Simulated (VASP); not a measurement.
Write the native input for VASP 6.6.1 that does the following.

- Task: single point
- Functional: HSE06
- Potentials or basis: VASP PAW PBE potentials, release 64 (Rh_pv)
- Cutoff: 520 eV
- k mesh: 6 × 6 × 6
- Occupations: fermi-dirac, width 0.1 eV
- Spin: no spin polarisation
- Dipole correction: no
- Grid for exact exchange (PRECFOCK): Normal
- Further INCAR settings: ALGO = Normal; EDIFF = 1e-07; NBANDS = 14
- Share of exact exchange: 0.25
- Screening parameter: 0.2079 1/Å

The system is Rh.

```
Rh
1.0
    -1.58151    1.58151    1.30214
     1.58151   -1.58151    1.30214
     1.58151    1.58151   -1.30214
Rh
1
Cartesian
  0.0000 0.0000 0.0000
```

The input as run:

POSCAR

```
Rh
1.0
   -1.5815130000      1.5815130000      1.3021390000
    1.5815130000     -1.5815130000      1.3021390000
    1.5815130000      1.5815130000     -1.3021390000
Rh
1
Direct
    0.0000000000      0.0000000000      0.0000000000
```

INCAR.step1

```
SYSTEM = Rh
  ALGO = Normal
  EDIFF = 1E-5
  ENCUT = 520
  GGA = PE
  ISIF = 2
  ISMEAR = -1
  LASPH = .TRUE.
  LREAL = .FALSE.
  LWAVE = .TRUE.
  NBANDS = 14
  NELM = 60
  PREC = Accurate
  SIGMA = 0.1
```

INCAR.step2

```
SYSTEM = Rh
  ALGO = Normal
  EDIFF = 1E-7
  ENCUT = 520
  GGA = PE
  HFSCREEN = 0.2079
  ISIF = 2
  ISMEAR = -1
  ISTART = 1
  LASPH = .TRUE.
  LCHARG = .TRUE.
  LELF = .TRUE.
  LHFCALC = .TRUE.
  LREAL = .FALSE.
  LVHAR = .TRUE.
  LWAVE = .FALSE.
  NBANDS = 14
  NELM = 60
  PREC = Accurate
  PRECFOCK = Normal
  SIGMA = 0.1
```

KPOINTS

```
k-points
0
G
  6 6 6
  0 0 0
```

Potentials or basis: VASP PAW PBE potentials, release 64 (Rh_pv).

Run with:

```console
$ cat potpaw_PBE.64/Rh_pv/POTCAR > POTCAR
$ cp INCAR.step1 INCAR
$ mpirun -np 1 vasp_std > vasp.out
$ cp INCAR.step2 INCAR
$ mpirun -np 1 vasp_std > vasp.out
```

Results of the run:

```yaml
Pressure: 21.6 GPa
Band_gap_on_the_k_mesh: zero (an odd number of electrons rules out a gap without spin polarisation)
```

Caveat: the k points lie up to 0.52 Å⁻¹ apart, too coarse for converged energies and pressures of a metal; the PAW data sets were made with another functional, which shifts forces and pressure a little.

Run time: 42 min on 1 thread of Intel Xeon 8259CL, on a shared host, peak memory 0.24 GiB.
